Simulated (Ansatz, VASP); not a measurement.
One calculation of Pb, two programs

```
CELL_PARAMETERS angstrom
0.00000 2.46980 2.46980
2.46980 0.00000 2.46980
2.46980 2.46980 0.00000
ATOMIC_POSITIONS crystal
Pb 0.00000 0.00000 0.00000
```

Alike in both runs: task relaxation of cell and atoms; functional PBEsol; k mesh 14 × 14 × 14; occupations gaussian, width 0.1 eV; no spin polarisation.

|  | VASP | Ansatz |
| --- | --- | --- |
| version | VASP 6.6.1 | Ansatz 0.2.0 |
| potentials or method | VASP PAW PBE potentials, release 64 (Pb_d), cutoff 500 eV | scalar-relativistic, plane waves, PAW |
| valence electrons in the cell | 14 | 14 |

VASP gave:

- gap on the k mesh at the Fermi level, each at its own relaxed structure (eV): none
- relaxed volume (Å³/atom): 30.00
- relaxed cell length with the largest relative difference (Å): 3.488

Estimate Ansatz's values.

gap on the k mesh at the Fermi level, each at its own relaxed structure (eV): none; relaxed volume (Å³/atom): 30.04; relaxed cell length with the largest relative difference (Å): 3.489.

VASP's potentials were made for PBE, not for PBEsol. A gap of «none» marks a metal or a gap that the smearing closes.

Neither program's run includes spin-orbit coupling.
